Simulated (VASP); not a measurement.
# Pd (P6/mmm) in VASP: single point with PBE

Aim: the single point of Pd with PBE.

Everything below comes from runs of VASP 6.6.1. Logs are shortened: lines on timing, memory, paths and dates and some standing lists are left out, and cuts for length are marked.

## 1. The cell of the first run

The structure is hexagonal, space group P6/mmm (No. 191). Conventional cell: a = 2.469 Å, b = 2.469 Å, c = 2.389 Å, α = 90.00°, β = 90.00°, γ = 120.00°. Pd (site symmetry 6/mmm) has 8 Pd at 2.39 to 2.47 Å within 3.2 Å.

This isn't the form of Pd at room conditions, which is fcc.

## 2. Single point, PBE

The input, INCAR:

```
SYSTEM = Pd
PREC = Accurate ; ENCUT = 630
EDIFF = 1E-6 ; ISMEAR = -1
SIGMA = 0.05 ; LREAL = .FALSE.
LASPH = .TRUE. ; NELM = 120
ALGO = Normal ; ISIF = 2
LWAVE = .FALSE. ; LCHARG = .FALSE.
GGA = PE ; NBANDS = 15
GGA_COMPAT = .FALSE.
```

The input, KPOINTS:

```
Automatic mesh
0
G
  18 18 16
  0 0 0
```

The input, POSCAR:

```
Pd
1.0
    2.4689304070      0.0000000000      0.0000000000
   -1.2344652035      2.1381564526      0.0000000000
    0.0000000000      0.0000000000      2.3887948635
Pd
1
Direct
    0.0000000000      0.0000000000      0.0000000000
```

Potentials or basis: VASP PAW PBE potentials, release 64 (Pd_sv_GW).

Launch:

```sh
> cat potpaw_PBE.64/Pd_sv_GW/POTCAR > POTCAR
> mpirun -np 1 vasp_std > vasp.out
```

OUTCAR:

```text
SYSTEM = Pd
   PREC = Accurate
   ENCUT = 630
   EDIFF = 1E-6
   ISMEAR = -1
   LREAL = .FALSE.
   LASPH = .TRUE.
   NELM = 120
   ISIF = 2
   GGA = PE

 ion  position               nearest neighbor table
   1  0.000  0.000  0.000-

  LATTYP: Found a hexagonal cell.
 ALAT       =     2.4689304070
 C/A-ratio  =     0.9675424049

  Lattice vectors:

 A1 = (   2.4689304070,   0.0000000000,   0.0000000000)
 A2 = (  -1.2344652035,   2.1381564526,   0.0000000000)
 A3 = (   0.0000000000,   0.0000000000,   2.3887948635)

Analysis of symmetry for initial positions (statically):
=====================================================================
 Subroutine PRICEL returns:
 Original cell was already a primitive cell.

 Routine SETGRP: Setting up the symmetry group for a
 hexagonal supercell.

 Subroutine GETGRP returns: Found 24 space group operations
 (whereof 24 operations were pure point group operations)
 out of a pool of 24 trial point group operations.

The static configuration has the point symmetry D_6h.

Analysis of symmetry for dynamics (positions and initial velocities):
=====================================================================
 Subroutine PRICEL returns:
 Original cell was already a primitive cell.

 Routine SETGRP: Setting up the symmetry group for a
 hexagonal supercell.

 Subroutine GETGRP returns: Found 24 space group operations
 (whereof 24 operations were pure point group operations)
 out of a pool of 24 trial point group operations.

The dynamic configuration has the point symmetry D_6h.

 Subroutine INISYM returns: Found 24 space group operations
 (whereof 24 operations are pure point group operations),
 and found     1 'primitive' translations

----------------------------------------------------------------------------------------

                                     Primitive cell

  volume of cell :      12.6104

  direct lattice vectors                    reciprocal lattice vectors
     2.468930407  0.000000000  0.000000000     0.405033693  0.233846312  0.000000000
    -1.234465204  2.138156453  0.000000000     0.000000000  0.467692623  0.000000000
     0.000000000  0.000000000  2.388794863     0.000000000  0.000000000  0.418621128

  length of vectors
     2.468930407  2.468930407  2.388794863     0.467692623  0.467692623  0.418621128

  position of ions in fractional coordinates (direct lattice)
     0.000000000  0.000000000  0.000000000

  ion indices of the primitive-cell ions
   primitive index   ion index
                 1           1

----------------------------------------------------------------------------------------

 KPOINTS: Automatic mesh

Automatic generation of k-mesh.
 Grid dimensions read from file:
 generate k-points for:   18   18   16

 Generating k-lattice:

  Cartesian coordinates                     Fractional coordinates (reciprocal lattice)
     0.022501872  0.012991462  0.000000000     0.055555556  0.000000000  0.000000000
     0.000000000  0.025982924  0.000000000     0.000000000  0.055555556  0.000000000
     0.000000000  0.000000000  0.026163820     0.000000000  0.000000000  0.062500000

  Length of vectors
     0.025982924  0.025982924  0.026163820

  Shift w.r.t. Gamma in fractional coordinates (k-lattice)
     0.000000000  0.000000000  0.000000000

 Subroutine IBZKPT returns following result:
 ===========================================

 Found    333 irreducible k-points:

 Following reciprocal coordinates:
            Coordinates               Weight
  0.000000  0.000000  0.000000      1.000000
  0.055556  0.000000  0.000000      6.000000
  0.111111  0.000000  0.000000      6.000000
  0.166667  0.000000  0.000000      6.000000
  0.222222 -0.000000  0.000000      6.000000
  0.277778  0.000000  0.000000      6.000000
[... 16 lines left out ...]
  0.333333  0.111111  0.000000     12.000000
  0.388889  0.111111  0.000000     12.000000
 [... further k-points ...]
   k-points           NKPTS =    333   k-points in BZ     NKDIM =    333   number of bands    NBANDS=     15
   number of dos      NEDOS =    301   number of ions     NIONS =      1
   total plane-waves  NPLWV =   8000
   dimension x,y,z NGX =    20 NGY =   20 NGZ =   20
   dimension x,y,z NGXF=    40 NGYF=   40 NGZF=   40
   ions per type =               1
   NGX,Y,Z   is equivalent  to a cutoff of  13.47, 13.47, 13.92 a.u.
   NGXF,Y,Z  is equivalent  to a cutoff of  26.93, 26.93, 27.84 a.u.
 SYSTEM =  Pd
   PREC   = accura    normal or accurate (medium, high low for compatibility)
   ISTART =      0    job   : 0-new  1-cont  2-samecut
   ICHARG =      2    charge: 1-file 2-atom 10-const
   ISPIN  =      1    spin polarized calculation?
   LNONCOLLINEAR =      F non collinear calculations
   LSORBIT =      F    spin-orbit coupling
   LASPH  =      T    aspherical Exc in radial PAW
   ENCUT  =  630.0 eV  46.30 Ry    6.80 a.u.   5.05  5.05  4.89*2*pi/ulx,y,z
   NELM   =    120;   NELMIN=  2; NELMDL= -5     # of ELM steps
   EDIFF  = 0.1E-05   stopping-criterion for ELM
   LREAL  =      F    real-space projection
   EDIFFG = 0.1E-04   stopping-criterion for IOM
   NSW    =      0    number of steps for IOM
   IBRION =     -1    ionic relax: 0-MD 1-quasi-New 2-CG
   NFREE  =      0    steps in history (QN), initial steepest desc. (CG)
   ISIF   =      2    stress and relaxation
   ISYM   =      2    0-nonsym 1-usesym 2-fastsym
   POTIM  = 0.5000    time-step for ionic-motion
   TEBEG  =    0.0;   TEEND  =   0.0 temperature during run
   PSTRESS=    0.0 pullay stress
   NELECT =      18.0000    total number of electrons
   NUPDOWN=      -1.0000    fix difference up-down
   EMIN   =  10.00;   EMAX   =-10.00  energy-range for DOS
   EFERMI =   0.00;   METHOD = LEGACY
   ISMEAR =    -1;   SIGMA  =   0.05  broadening in eV -4-tet -1-fermi 0-gaus
   EFERMI_NEDOS =   21; number of points for ismear=-14 and -15
   IALGO  =     38    algorithm
   IMIX   =      4    mixing-type and parameters
     AMIX     =   0.40;   BMIX     =  1.00
     AMIX_MAG =   1.60;   BMIX_MAG =  1.00
  volume/ion in A,a.u.               =      12.61        85.10
  Fermi-wavevector in a.u.,A,eV,Ry     =   1.843274  3.483283 46.227966  3.397660
  Thomas-Fermi vector in A             =   2.895002
   LORBIT       =      0    0 simple, 1 ext, 2 COOP (PROOUT), +10 PAW based schemes
   GGA     = PE    functional components
   LHFCALC =     F    Hartree Fock is set to
   AEXX    =    0.0000 exact exchange contribution
   IVDW    =     0    specifies the selected vdW correction
   LEPSILON=     F    determine dielectric tensor
   LRPA    =     F    only Hartree local field effects (RPA)
 non-spin polarized calculation
  energy-cutoff  :      630.00
  volume of cell :       12.61
 maximum number of plane-waves:       468
   NGX = 11   NGY = 11   NGZ =  9

 number of electron      18.0000009 magnetization

 Free energy of the ion-electron system (eV)
  ---------------------------------------------------
  ext. energy  EPLUGINS =         0.00000000
  ---------------------------------------------------
  free energy    TOTEN  =        -2.74706433 eV

  energy without entropy =       -2.73958427  energy(sigma->0) =       -2.74332430

 E-fermi :  11.3294     XC(G=0): -14.4756

 val. band max:       11.3173378494   @ k =   0.1667   0.0000   0.0000
 cond. band min:      11.3297765036   @ k =   0.3333   0.0556   0.0000
 fundamental gap:      0.0124386542
 Fermi energy:        11.3293812713

 k-point     1 :       0.0000    0.0000    0.0000
  band No.  band energies     occupation
      1     -73.6667      2.00000
      2     -38.9169      2.00000
      3     -38.9169      2.00000
      4     -38.8384      2.00000
      5       2.8232      2.00000
      6       4.4155      2.00000
      7       7.3853      2.00000
      8       7.3853      2.00000
      9      11.4640      0.12687
     10      11.4640      0.12687
     11      28.5706      0.00000
     12      28.9618      0.00000
     13      36.4081      0.00000
     14      36.4081      0.00000
     15      38.3378      0.00000

 k-point     2 :       0.0556    0.0000    0.0000
  band No.  band energies     occupation
      1     -73.6622      2.00000
      2     -38.9475      2.00000
      3     -38.9241      2.00000
      4     -38.8351      2.00000
      5       2.9601      2.00000
      6       4.4640      2.00000
      7       7.2978      2.00000
      8       7.4904      2.00000
      9      11.3622      0.68331
     10      11.4461      0.17667
     11      28.7585      0.00000
     12      29.2003      0.00000
     13      35.3821      0.00000
     14      35.9717      0.00000
     15      38.6475      0.00000

 k-point     3 :       0.1111    0.0000    0.0000
  band No.  band energies     occupation
      1     -73.6491      2.00000
      2     -39.0350      2.00000
      3     -38.9445      2.00000
      4     -38.8255      2.00000
      5       3.3470      2.00000
      6       4.6069      2.00000
      7       7.0756      2.00000
      8       7.7999      2.00000
      9      11.0798      1.98650
     10      11.3949      0.42467
     11      29.1799      0.00000
     12      29.8865      0.00000
     13      33.6600      0.00000
     14      34.9298      0.00000
     15      38.5808      0.00000

 k-point     4 :       0.1667    0.0000    0.0000
  band No.  band energies     occupation
      1     -73.6291      2.00000
      2     -39.1677      2.00000
      3     -38.9756      2.00000
      4     -38.8108      2.00000
      5       3.8950      2.00000
      6       4.8251      2.00000
      7       6.8571      2.00000
      8       8.2958      2.00000
      9      10.6736      2.00000
     10      11.3173      1.11986
     11      29.1415      0.00000
     12      30.9409      0.00000
     13      32.4772      0.00000
     14      33.6377      0.00000
     15      38.0862      0.00000
[... 307 lines left out ...]
 k-point    22 :       0.2778    0.1111    0.0000
  band No.  band energies     occupation
      1     -73.5465      2.00000
      2     -39.6505      2.00000
      3     -39.1499      2.00000
      4     -38.7502      2.00000
      5       4.9330      2.00000
      6       5.4446      2.00000
      7       7.8523      2.00000
      8       9.3775      2.00000
      9      10.8579      1.99984
     10      11.5901      0.01081
     11      23.8840      0.00000
     12      27.4732      0.00000
     13      33.4812      0.00000
     14      35.6263      0.00000
     15      38.1113      0.00000

 k-point    23 :       0.3333    0.1111    0.0000
  band No.  band energies     occupation
      1     -73.5274      2.00000
      2     -39.7599      2.00000
      3     -39.1888      2.00000
      4     -38.7362      2.00000
      5       4.6647      2.00000
      6       5.6778      2.00000
      7       8.8344      2.00000
      8       9.1139      2.00000
      9      10.7577      1.99998
     10      12.6936      0.00000
     11      21.9793      0.00000
     12      26.6276      0.00000
     13      32.7936      0.00000
     14      36.6623      0.00000
     15      38.9010      0.00000

 k-point    24 :       0.3889    0.1111    0.0000
  band No.  band energies     occupation
      1     -73.5149      2.00000
      2     -39.8308      2.00000
      3     -39.2141      2.00000
      4     -38.7270      2.00000
      5       4.4850      2.00000
      6       5.8342      2.00000
      7       8.9477      2.00000
      8       9.5791      2.00000
      9      10.6930      1.99999
     10      13.6619      0.00000
     11      20.4720      0.00000
     12      26.0197      0.00000
     13      32.3864      0.00000
     14      37.2086      0.00000
     15      39.1762      0.00000

 [... further k-points ...]

------------------------ aborting loop because EDIFF is reached ----------------------------------------

  FORCE on cell =-STRESS in cart. coord.  units (eV):
  Direction    XX          YY          ZZ          XY          YZ          ZX
  --------------------------------------------------------------------------------------
  -------------------------------------------------------------------------------------
  Total        6.4406371      6.4406371      6.4433347     -0.0000000      0.0000000      0.0000000
  in kB      818.2993866    818.2993865    818.6421205     -0.0000000      0.0000000      0.0000000
  external PRESSURE =     818.4136312 kB  Pullay stress =       0.0000000 kB

 VOLUME and BASIS-vectors are now :
 -----------------------------------------------------------------------------
  energy-cutoff  :      630.00
  volume of cell :       12.61
      direct lattice vectors                 reciprocal lattice vectors
     2.468930407  0.000000000  0.000000000     0.405033693  0.233846312  0.000000000
    -1.234465204  2.138156453  0.000000000     0.000000000  0.467692623  0.000000000
     0.000000000  0.000000000  2.388794863     0.000000000  0.000000000  0.418621128

 POSITION                                       TOTAL-FORCE (eV/Angst)
 -----------------------------------------------------------------------------------
      0.00000      0.00000      0.00000         0.000000      0.000000      0.000000
 -----------------------------------------------------------------------------------
    total drift:                                0.000000      0.000000      0.000000

  FREE ENERGIE OF THE ION-ELECTRON SYSTEM (eV)
  ---------------------------------------------------
  free  energy   TOTEN  =        -2.7470643257 eV

  energy  without entropy=       -2.7395842706  energy(sigma->0) =       -2.74332430
```

Wall time 30 s (1 thread of Intel Xeon 6975P-C (Granite Rapids), shared host); peak memory 0.22 GiB.

What came out:

```
Free energy            : -2.7471 eV
Pressure               : 81.8 GPa
Band gap on the k mesh : zero (bands 9 and 10 overlap by 3.34 eV)
```

Caveat: the cell stands under pressure.
